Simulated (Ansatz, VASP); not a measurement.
## Si7Ge in VASP and in Ansatz

```
Si Ge
1.0
     5.45918    0.00000    0.00000
     0.00000    5.45918    0.00000
     0.00000    0.00000    5.45918
Si Ge
7 1
Direct
  0.27659 0.27659 0.27659
  0.96483 0.49359 0.49359
  0.49359 0.49359 0.96483
  0.49359 0.96483 0.49359
  0.74145 0.21670 0.74145
  0.74145 0.74145 0.21670
  0.21670 0.74145 0.74145
  0.02776 0.02776 0.02776
```

Change from the starting cell: mode 4 (110.9 1/cm) frozen in, largest displacement +0.263 Å.

Alike in both runs: task single point; functional PBEsol; k mesh 6 × 6 × 6; occupations gaussian, width 0.03 eV; no spin polarisation.

```csv
,VASP,Ansatz
version,VASP 6.6.1,Ansatz 0.2.0
potentials or method,"VASP PAW PBE potentials, release 64 (Si, Ge_d), cutoff 520 eV","scalar-relativistic, plane waves, PAW"
valence electrons in the cell,42,42
```

|  | VASP | Ansatz | Ansatz less VASP |
| --- | --- | --- | --- |
| gap on the k mesh at the Fermi level (eV) | 0.28 | 0.28 | +0.005 |
| least direct gap on the mesh (eV) | 0.33 | 0.33 | +0.004 |
| pressure (GPa) | -1.4 | -1.4 | -0.05 |
| traceless stress, the component that is largest in VASP (GPa) | 0.46 | 0.46 | +0.004 |
| rms of the force components (eV/Å) | 0.329 | 0.329 | +0.0003 |

VASP's potentials were made for PBE, not for PBEsol. Atom by atom the forces differ by 0.003 eV/Å (rms over components). The functional is the same, so the differences come from potentials, cutoffs and numerics.
